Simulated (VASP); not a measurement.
Here is a VASP 6.6.1 calculation.

The input INCAR:

```
PREC = Accurate
ENCUT = 520
EDIFF = 1E-6
ISMEAR = -1
SIGMA = 0.05
LREAL = False
LASPH = True
NELM = 150
ALGO = Normal
ISIF = 2
LWAVE = False
LCHARG = False
MAGMOM = 0 0 0 0 0 0
LORBIT = 11
LSORBIT = True
GGA_COMPAT = False
LORBMOM = True
GGA = CA
NBANDS = 30
```

The input KPOINTS:

```
Automatic mesh
0
Gamma
  8 8 8
```

The input POSCAR:

```
GaP
1.0
    0.0000000000      2.7611126653      2.7611126653
    2.7611126653      0.0000000000      2.7611126653
    2.7611126653      2.7611126653      0.0000000000
Ga P
1 1
Direct
    0.0000000000      0.0000000000      0.0000000000
    0.7500000000      0.7500000000      0.7500000000
```

Potentials or basis: VASP PAW LDA potentials, release 64 (Ga_d, P).

Command:

```bash
$ cat potpaw_LDA.64/Ga_d/POTCAR potpaw_LDA.64/P/POTCAR > POTCAR
$ mpirun -np 1 vasp_ncl > vasp.out
```

**Question.** What does it give for the pressure?

**Answer.** -5.5 GPa.

**Question.** Predict the net moment.

**Answer.** 0.00 μB per cell.

Moments on the atoms (μB; x, y, z):
```
Ga  0.00 0.00 0.00
P   0.00 0.00 0.00
```
